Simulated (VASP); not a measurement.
**NaI: single point with r2SCAN**

The system is NaI.

```
Na I
1.0
     0.00000    3.19700    3.19700
     3.19700    0.00000    3.19700
     3.19700    3.19700    0.00000
Na I
1 1
Direct
  0.00000 0.00000 0.00000
  0.50000 0.50000 0.50000
```

This cell differs from its parent crystal: volume changed by -3%.

* Program: VASP 6.6.1
* Task: single point
* Functional: r2SCAN
* Potentials or basis: VASP PAW PBE potentials, release 64 (Na_pv, I)
* Cutoff: 550 eV
* k mesh: 6 × 6 × 6
* Occupations: gaussian, width 0.01 eV
* Spin: no spin polarisation

```yaml
Pressure: 0.5 GPa
Band_gap_on_the_k_mesh: 4.55 eV, direct
```

Levels at points of the mesh, in eV from the valence-band top:
| k point | band 5 | band 6 | band 7 | band 8 | band 9 | band 10 |
| --- | --- | --- | --- | --- | --- | --- |
| (0.00, 0.00, 0.00) | 0.00 | 0.00 | 0.00 | 4.55 | 8.47 | 8.47 |
| (0.50, 0.00, 0.00) | -2.32 | -0.32 | -0.32 | 5.71 | 8.10 | 8.10 |
| (0.50, 0.50, 0.00) | -2.06 | -0.81 | -0.81 | 5.25 | 5.96 | 10.99 |

It took 2.3 min on 1 thread of Intel Xeon 8259CL, with other jobs on the host, peak memory 0.21 GiB.

Caveat: the PAW data sets were made with another functional, which shifts forces and pressure a little; spin-orbit coupling is left out, which moves the levels of the heavy elements.
